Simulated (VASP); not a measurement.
Set up this calculation in VASP 6.6.1, as the native input.

- Task: single point
- Functional: PBE
- Potentials or basis: VASP PAW PBE potentials, release 64 (Be)
- Cutoff: 520 eV
- k mesh: 15 × 15 × 15
- Occupations: fermi-dirac, width 0.1 eV
- Spin: no spin polarisation
- Dipole correction: no
- Further INCAR settings: ALGO = Normal; EDIFF = 1e-07; NBANDS = 7

The structure of Be lies in POSCAR:

```
Be
1.0
    2.1728641133      0.0000000000      0.0000000000
    0.0000000000      2.1728641133      0.0000000000
    0.0000000000      0.0000000000      2.1728641133
Be
1
Direct
    0.0000000000      0.0000000000      0.0000000000
```

The input as run:

INCAR

```
SYSTEM = Be
PREC     = Accurate       ! precision mode
ENCUT    = 520            ! plane-wave cutoff, eV
EDIFF    = 1E-7           ! SCF threshold, eV
ISMEAR   = -1             ! smearing method
SIGMA    = 0.1            ! smearing width, eV
LREAL    = .FALSE.        ! projectors in reciprocal space
LASPH    = .TRUE.         ! aspherical terms in the spheres
NELM     = 100            ! most SCF steps
ALGO     = Normal         ! electronic algorithm
ISIF     = 2              ! what is computed and relaxed
LWAVE    = .FALSE.        ! write WAVECAR
LCHARG   = .FALSE.        ! write CHGCAR
GGA      = PE             ! functional
NBANDS   = 7              ! bands
```

KPOINTS

```
Automatic mesh
0
G
  15 15 15
  0 0 0
```

Potentials or basis: VASP PAW PBE potentials, release 64 (Be).

Launch:

```bash
$ cat potpaw_PBE.64/Be/POTCAR > POTCAR
$ mpirun -np 1 vasp_std > vasp.out
```

Results of the run:

- Pressure: 0.1 GPa
- Band gap on the k mesh: zero (band 1 reaches 9.66 eV, above the bottom of band 2 at 3.27 eV)

Run time: 1.9 s on 1 thread of Intel(R) Xeon(R) 6975P-C (Granite Rapids) (shared host), peak memory 0.11 GiB.
